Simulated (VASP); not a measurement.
A run of VASP 6.6.1:

The input INCAR:

```
PREC = Accurate ; ENCUT = 520
EDIFF = 1E-6 ; ISMEAR = 0
SIGMA = 0.05 ; LREAL = F
LASPH = T ; NELM = 60
ALGO = Normal ; ISIF = 2
LWAVE = F ; LCHARG = F
GGA = PE ; NBANDS = 15
```

File KPOINTS:

```
regular mesh
0
Gamma
  8 8 8
```

File POSCAR:

```
KF
1.0
    0.0751253500      2.6735000000      2.6735000000
    2.7486253500      0.0000000000      2.7486253500
    2.6735000000      2.6735000000      0.0751253500
K F
1 1
Direct
    0.0000000000      0.0000000000      0.0000000000
    0.5000000000      0.5000000000      0.5000000000
```

Potentials or basis: VASP PAW PBE potentials, release 64 (K_sv, F).

Launch:

```sh
$ cat potpaw_PBE.64/K_sv/POTCAR potpaw_PBE.64/F/POTCAR > POTCAR
$ mpirun -np 1 vasp_std > vasp.out
```

Hardware: 1 thread of Intel(R) Xeon(R) 6975P-C (Granite Rapids), with other jobs on the host.

Question: How long does it take, and how much memory?

Answer: It took 23 s on 1 thread of Intel(R) Xeon(R) 6975P-C (Granite Rapids), on a shared host, peak memory 0.19 GiB. Counts: scf iterations 13, k points 95.
